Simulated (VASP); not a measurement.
A run of VASP 6.6.1 is set up as follows.

File INCAR:

```
SYSTEM = Al2GaN3
  PREC = Accurate
  ENCUT = 520
  EDIFF = 1E-6
  ISMEAR = -1
  SIGMA = 0.03
  LREAL = .False.
  LASPH = .True.
  NELM = 100
  ALGO = Normal
  ISIF = 2
  LWAVE = .False.
  LCHARG = .True.
  GGA = PS
  LELF = .True.
  LVHAR = .True.
  NBANDS = 26
```

Contents of KPOINTS:

```
Automatic mesh
0
Gamma
  6 6 6
  0 0 0
```

Contents of POSCAR:

```
Al2GaN3
1.0
    2.7239807901      1.5726910437      2.6371311020
   -2.7239807901      1.5726910437      2.6371311020
    0.0000000000     -3.1453820837      2.6371311042
Al Ga N
2 1 3
Direct
    0.6966872403      0.6966872403      0.6966872403
    0.3033127597      0.3033127597      0.3033127597
    0.0000000000      0.0000000000      0.0000000000
    0.0000000000      0.5000000000      0.0000000000
    0.5000000000      0.0000000000      0.0000000000
    0.0000000000      0.0000000000      0.5000000000
```

Potentials or basis: VASP PAW PBE potentials, release 64 (Al, Ga_d, N).

Command:

```console
$ cat potpaw_PBE.64/Al/POTCAR potpaw_PBE.64/Ga_d/POTCAR potpaw_PBE.64/N/POTCAR > POTCAR
$ mpirun -np 1 vasp_std > vasp.out
```

Question: Estimate the band gap on the k mesh.

Answer: Zero (bands 17 and 18 overlap by 0.55 eV).

Question: Estimate the largest force.

Answer: 0.027 eV/Å.

Question: Predict the pressure.

Answer: 0.1 GPa.

Stress tensor (GPa, compression positive):
```
0.21 0.00 0.00
0.00 0.21 0.00
0.00 0.00 0.03
```

Caveat: semilocal functionals underestimate gaps, and a narrow one can read as zero; the PAW data sets were made with another functional, which shifts forces and pressure a little.
